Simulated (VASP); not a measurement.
# Al2GaP3 (P3m1) in VASP: a series of runs

Runs on Al2GaP3. Level: PBE. Tasks: single point, relaxation of cell and atoms.

All numbers are computed with VASP 6.6.1; they aren't measurements. Logs are shortened: lines on timing, memory, paths and dates and some standing lists are left out, and cuts for length are marked.

## Step 1: The cell of the first run

Symmetry: P3m1, No. 156, trigonal system. The conventional cell has a = 3.728 Å, b = 3.728 Å, c = 9.131 Å, α = 90.00°, β = 90.00°, γ = 120.00°. Within 3.0 Å of Al (site symmetry 3m) lie 4 P at 2.28 Å. Within 3.0 Å of Al (site symmetry 3m) lie 4 P at 2.28 Å. Within 3.0 Å of Ga (site symmetry 3m) lie 4 P at 2.28 Å. P (site symmetry 3m) has 4 Al at 2.28 Å within 3.0 Å. Within 3.0 Å of P (site symmetry 3m) lie 3 Ga at 2.28 Å and 1 Al at 2.28 Å. P (site symmetry 3m) has 3 Al at 2.28 Å and 1 Ga at 2.28 Å within 3.0 Å.

## Step 2: Single point, PBE

INCAR reads:

```
PREC     = Accurate       # precision mode
ENCUT    = 520            # plane-wave cutoff, eV
EDIFF    = 1E-7           # SCF threshold, eV
ISMEAR   = 0              # smearing method
SIGMA    = 0.1            # smearing width, eV
LREAL    = False          # projectors in reciprocal space
LASPH    = True           # aspherical terms in the spheres
NELM     = 80             # most SCF steps
ALGO     = Normal         # electronic algorithm
ISIF     = 2              # what is computed and relaxed
LWAVE    = False          # write WAVECAR
LCHARG   = False          # write CHGCAR
GGA      = PE             # functional
NBANDS   = 26             # bands
```

KPOINTS reads:

```
Automatic mesh
0
Gamma
  6 6 2
```

POSCAR reads:

```
Al2GaP3
1.0
    3.7277646000      0.0000000000      0.0000000000
   -1.8638823000      3.2283388500      0.0000000000
    0.0000000000      0.0000000000      9.1311211600
Al Ga P
2 1 3
Direct
    0.0000000000      0.0000000000      0.0000000000
    0.3333333300      0.6666666700      0.6666666700
    0.6666666700      0.3333333300      0.3333333300
    0.0000000000      0.0000000000      0.7500000000
    0.3333333300      0.6666666700      0.4166666700
    0.6666666700      0.3333333300      0.0833333300
```

Potentials or basis: VASP PAW PBE potentials, release 64 (Al, Ga_d, P).

Started as:

```console
cat potpaw_PBE.64/Al/POTCAR potpaw_PBE.64/Ga_d/POTCAR potpaw_PBE.64/P/POTCAR > POTCAR
mpirun -np 1 vasp_std > vasp.out
```

OUTCAR:

```text
PREC = Accurate
   ENCUT = 520
   EDIFF = 1E-7
   ISMEAR = 0
   LREAL = False
   LASPH = True
   NELM = 80
   ISIF = 2
   GGA = PE

 ion  position               nearest neighbor table
   1  0.000  0.000  0.000-   6 2.28   6 2.28   4 2.28   6 2.28
   2  0.333  0.667  0.667-   4 2.28   4 2.28   5 2.28   4 2.28
   3  0.667  0.333  0.333-   5 2.28   6 2.28   5 2.28   5 2.28
   4  0.000  0.000  0.750-   2 2.28   2 2.28   1 2.28   2 2.28
   5  0.333  0.667  0.417-   3 2.28   2 2.28   3 2.28   3 2.28
   6  0.667  0.333  0.083-   1 2.28   1 2.28   3 2.28   1 2.28

  LATTYP: Found a hexagonal cell.
 ALAT       =     3.7277646000
 C/A-ratio  =     2.4494897451

  Lattice vectors:

 A1 = (   3.7277646000,   0.0000000000,   0.0000000000)
 A2 = (  -1.8638823000,   3.2283388500,   0.0000000000)
 A3 = (   0.0000000000,   0.0000000000,   9.1311211600)

Analysis of symmetry for initial positions (statically):
=====================================================================
 Subroutine PRICEL returns:
 Original cell was already a primitive cell.

 Routine SETGRP: Setting up the symmetry group for a
 hexagonal supercell.

 Subroutine GETGRP returns: Found  6 space group operations
 (whereof  6 operations were pure point group operations)
 out of a pool of 24 trial point group operations.

The static configuration has the point symmetry C_3v.

Analysis of symmetry for dynamics (positions and initial velocities):
=====================================================================
 Subroutine PRICEL returns:
 Original cell was already a primitive cell.

 Routine SETGRP: Setting up the symmetry group for a
 hexagonal supercell.

 Subroutine GETGRP returns: Found  6 space group operations
 (whereof  6 operations were pure point group operations)
 out of a pool of 24 trial point group operations.

The dynamic configuration has the point symmetry C_3v.

 Subroutine INISYM returns: Found  6 space group operations
 (whereof  6 operations are pure point group operations),
 and found     1 'primitive' translations

----------------------------------------------------------------------------------------

                                     Primitive cell

  volume of cell :     109.8884

  direct lattice vectors                    reciprocal lattice vectors
     3.727764600  0.000000000  0.000000000     0.268257282  0.154878414  0.000000000
    -1.863882300  3.228338850  0.000000000     0.000000000  0.309756827  0.000000000
     0.000000000  0.000000000  9.131121160     0.000000000  0.000000000  0.109515577

  length of vectors
     3.727764600  3.727764606  9.131121160     0.309756828  0.309756827  0.109515577

  position of ions in fractional coordinates (direct lattice)
     0.000000000  0.000000000  0.000000000
     0.333333330  0.666666670  0.666666670
     0.666666670  0.333333330  0.333333330
     0.000000000  0.000000000  0.750000000
     0.333333330  0.666666670  0.416666670
     0.666666670  0.333333330  0.083333330

  ion indices of the primitive-cell ions
   primitive index   ion index
                 1           1
                 2           2
                 3           3
                 4           4
                 5           5
                 6           6

----------------------------------------------------------------------------------------

 KPOINTS: Automatic mesh

Automatic generation of k-mesh.
 Grid dimensions read from file:
 generate k-points for:    6    6    2

 Generating k-lattice:

  Cartesian coordinates                     Fractional coordinates (reciprocal lattice)
     0.044709547  0.025813069  0.000000000     0.166666667  0.000000000  0.000000000
     0.000000000  0.051626138  0.000000000     0.000000000  0.166666667  0.000000000
     0.000000000  0.000000000  0.054757788     0.000000000  0.000000000  0.500000000

  Length of vectors
     0.051626138  0.051626138  0.054757788

  Shift w.r.t. Gamma in fractional coordinates (k-lattice)
     0.000000000  0.000000000  0.000000000

 Subroutine IBZKPT returns following result:
 ===========================================

 Found     14 irreducible k-points:

 Following reciprocal coordinates:
            Coordinates               Weight
  0.000000  0.000000  0.000000      1.000000
  0.166667  0.000000  0.000000      6.000000
  0.333333  0.000000  0.000000      6.000000
  0.500000  0.000000  0.000000      3.000000
  0.166667  0.166667  0.000000      6.000000
  0.333333  0.166667  0.000000     12.000000
  0.333333  0.333333  0.000000      2.000000
  0.000000  0.000000  0.500000      1.000000
  0.166667  0.000000  0.500000      6.000000
  0.333333  0.000000  0.500000      6.000000
  0.500000  0.000000  0.500000      3.000000
  0.166667  0.166667  0.500000      6.000000
  0.333333  0.166667  0.500000     12.000000
  0.333333  0.333333  0.500000      2.000000
   k-points           NKPTS =     14   k-points in BZ     NKDIM =     14   number of bands    NBANDS=     26
   number of dos      NEDOS =    301   number of ions     NIONS =      6
   total plane-waves  NPLWV =  54880
   dimension x,y,z NGX =    28 NGY =   28 NGZ =   70
   dimension x,y,z NGXF=    56 NGYF=   56 NGZF=  140
   ions per type =               2   1   3
   NGX,Y,Z   is equivalent  to a cutoff of  12.49, 12.49, 12.74 a.u.
   NGXF,Y,Z  is equivalent  to a cutoff of  24.97, 24.97, 25.49 a.u.
 SYSTEM =  unknown system
   PREC   = accura    normal or accurate (medium, high low for compatibility)
   ISTART =      0    job   : 0-new  1-cont  2-samecut
   ICHARG =      2    charge: 1-file 2-atom 10-const
   ISPIN  =      1    spin polarized calculation?
   LNONCOLLINEAR =      F non collinear calculations
   LSORBIT =      F    spin-orbit coupling
   LASPH  =      T    aspherical Exc in radial PAW
   ENCUT  =  520.0 eV  38.22 Ry    6.18 a.u.   6.93  6.93 16.98*2*pi/ulx,y,z
   NELM   =     80;   NELMIN=  2; NELMDL= -5     # of ELM steps
   EDIFF  = 0.1E-06   stopping-criterion for ELM
   LREAL  =      F    real-space projection
   EDIFFG = 0.1E-05   stopping-criterion for IOM
   NSW    =      0    number of steps for IOM
   IBRION =     -1    ionic relax: 0-MD 1-quasi-New 2-CG
   NFREE  =      0    steps in history (QN), initial steepest desc. (CG)
   ISIF   =      2    stress and relaxation
   ISYM   =      2    0-nonsym 1-usesym 2-fastsym
   POTIM  = 0.5000    time-step for ionic-motion
   TEBEG  =    0.0;   TEEND  =   0.0 temperature during run
   PSTRESS=    0.0 pullay stress
   NELECT =      34.0000    total number of electrons
   NUPDOWN=      -1.0000    fix difference up-down
   EMIN   =  10.00;   EMAX   =-10.00  energy-range for DOS
   EFERMI =   0.00;   METHOD = LEGACY
   ISMEAR =     0;   SIGMA  =   0.10  broadening in eV -4-tet -1-fermi 0-gaus
   EFERMI_NEDOS =   21; number of points for ismear=-14 and -15
   IALGO  =     38    algorithm
   IMIX   =      4    mixing-type and parameters
     AMIX     =   0.40;   BMIX     =  1.00
     AMIX_MAG =   1.60;   BMIX_MAG =  1.00
  volume/ion in A,a.u.               =      18.31       123.59
  Fermi-wavevector in a.u.,A,eV,Ry     =   1.107262  2.092423 16.681153  1.226030
  Thomas-Fermi vector in A             =   2.243774
   LORBIT       =      0    0 simple, 1 ext, 2 COOP (PROOUT), +10 PAW based schemes
   GGA     = PE    functional components
   LHFCALC =     F    Hartree Fock is set to
   AEXX    =    0.0000 exact exchange contribution
   IVDW    =     0    specifies the selected vdW correction
   LEPSILON=     F    determine dielectric tensor
   LRPA    =     F    only Hartree local field effects (RPA)
 non-spin polarized calculation
 Gauss-broadening in eV      SIGMA  =   0.10
  energy-cutoff  :      520.00
  volume of cell :      109.89
 maximum number of plane-waves:      2976
 NGX is ok and might be reduce to    28
   NGX = 13   NGY = 13   NGZ = 33

 number of electron      34.0000006 magnetization

 Free energy of the ion-electron system (eV)
  ---------------------------------------------------
  ext. energy  EPLUGINS =         0.00000000
  ---------------------------------------------------
  free energy    TOTEN  =       -29.26226504 eV

  energy without entropy =      -29.26226504  energy(sigma->0) =      -29.26226504

 E-fermi :   6.1469     XC(G=0):  -9.8475

 val. band max:        5.6802678079   @ k =   0.0000   0.0000   0.0000
 cond. band min:       6.9902385284   @ k =   0.5000   0.0000   0.0000
 fundamental gap:      1.3099707205
 Fermi energy:         6.1468539850

 k-point     1 :       0.0000    0.0000    0.0000
  band No.  band energies     occupation
      1      -8.8284      2.00000
      2      -8.7443      2.00000
      3      -8.7443      2.00000
      4      -8.6310      2.00000
      5      -8.6310      2.00000
      6      -6.9300      2.00000
[... 18 lines left out ...]
     25      10.5835      0.00000
     26      10.7519      0.00000

 k-point     2 :       0.1667    0.0000    0.0000
  band No.  band energies     occupation
      1      -8.8290      2.00000
      2      -8.7533      2.00000
      3      -8.7315      2.00000
      4      -8.6387      2.00000
      5      -8.6291      2.00000
      6      -6.5992      2.00000
[... 18 lines left out ...]
     25      11.2812      0.00000
     26      11.4398      0.00000

 k-point     3 :       0.3333    0.0000    0.0000
  band No.  band energies     occupation
      1      -8.8496      2.00000
      2      -8.7502      2.00000
      3      -8.7096      2.00000
      4      -8.6522      2.00000
      5      -8.6210      2.00000
      6      -5.6910      2.00000
[... 282 lines left out ...]
 k-point    13 :       0.3333    0.1667    0.5000
  band No.  band energies     occupation
      1      -8.8543      2.00000
      2      -8.7465      2.00000
      3      -8.7067      2.00000
      4      -8.6517      2.00000
      5      -8.6226      2.00000
      6      -4.8058      2.00000
[... 18 lines left out ...]
     25      12.2019      0.00000
     26      12.7142      0.00000

 k-point    14 :       0.3333    0.3333    0.5000
  band No.  band energies     occupation
      1      -8.8512      2.00000
      2      -8.7449      2.00000
      3      -8.7094      2.00000
      4      -8.6402      2.00000
      5      -8.6357      2.00000
      6      -4.2269      2.00000
[... 18 lines left out ...]
     25      12.7101      0.00000
     26      13.0987      0.00000

------------------------ aborting loop because EDIFF is reached ----------------------------------------

  FORCE on cell =-STRESS in cart. coord.  units (eV):
  Direction    XX          YY          ZZ          XY          YZ          ZX
  --------------------------------------------------------------------------------------
  -------------------------------------------------------------------------------------
  Total        9.5561844      9.5561844      9.4586906     -0.0000000      0.0000000      0.0000000
  in kB      139.3296049    139.3296055    137.9081413     -0.0000000      0.0000000      0.0000000
  external PRESSURE =     138.8557839 kB  Pullay stress =       0.0000000 kB

 VOLUME and BASIS-vectors are now :
 -----------------------------------------------------------------------------
  energy-cutoff  :      520.00
  volume of cell :      109.89
      direct lattice vectors                 reciprocal lattice vectors
     3.727764600  0.000000000  0.000000000     0.268257282  0.154878414  0.000000000
    -1.863882300  3.228338850  0.000000000     0.000000000  0.309756827  0.000000000
     0.000000000  0.000000000  9.131121160     0.000000000  0.000000000  0.109515577

 POSITION                                       TOTAL-FORCE (eV/Angst)
 -----------------------------------------------------------------------------------
      0.00000      0.00000      0.00000         0.000000     -0.000000      0.044099
     -0.00000      2.15223      6.08741        -0.000000     -0.000000     -0.015879
      1.86388      1.07611      3.04371        -0.000000      0.000000      0.006597
      0.00000      0.00000      6.84834        -0.000000     -0.000000     -0.038249
     -0.00000      2.15223      3.80463         0.000000     -0.000000      0.039471
      1.86388      1.07611      0.76093         0.000000      0.000000     -0.036038
 -----------------------------------------------------------------------------------
    total drift:                               -0.000009      0.000005     -0.000624

  FREE ENERGIE OF THE ION-ELECTRON SYSTEM (eV)
  ---------------------------------------------------
  free  energy   TOTEN  =       -29.2622650444 eV

  energy  without entropy=      -29.2622650444  energy(sigma->0) =      -29.26226504
```

Wall time 90 s (1 thread of Intel Xeon Platinum 8488C (Sapphire Rapids), shared host); peak memory 0.22 GiB.

Results:

```
Free energy            : -29.2623 eV
Pressure               : 13.9 GPa
Largest force          : 0.044 eV/Å
Band gap on the k mesh : 1.31 eV, indirect (least direct gap 2.62 eV)
```

Forces in eV/Å, atoms in the order of the input:
```
Al   0.000  0.000  0.044
Al   0.000  0.000 -0.016
Ga   0.000  0.000  0.007
P    0.000  0.000 -0.038
P    0.000  0.000  0.039
P    0.000  0.000 -0.036
```

Levels at points of the mesh, in eV from the valence-band top:
| k point | band 13 | band 14 | band 15 | band 16 | band 17 | band 18 | band 19 | band 20 | band 21 | band 22 |
| --- | --- | --- | --- | --- | --- | --- | --- | --- | --- | --- |
| (0.00, 0.00, 0.00) | -0.78 | -0.78 | -0.05 | 0.00 | 0.00 | 2.62 | 3.20 | 3.87 | 4.36 | 4.36 |
| (0.50, 0.00, 0.00) | -2.61 | -2.53 | -2.34 | -1.61 | -1.46 | 1.31 | 2.08 | 3.14 | 3.26 | 5.13 |
| (0.00, 0.00, 0.50) | -1.03 | -0.52 | -0.52 | -0.19 | -0.19 | 2.62 | 3.56 | 3.83 | 4.71 | 4.71 |
| (0.50, 0.00, 0.50) | -3.31 | -2.35 | -2.25 | -1.02 | -1.01 | 1.91 | 2.14 | 2.70 | 3.73 | 3.90 |

[end of part 1 of 2]
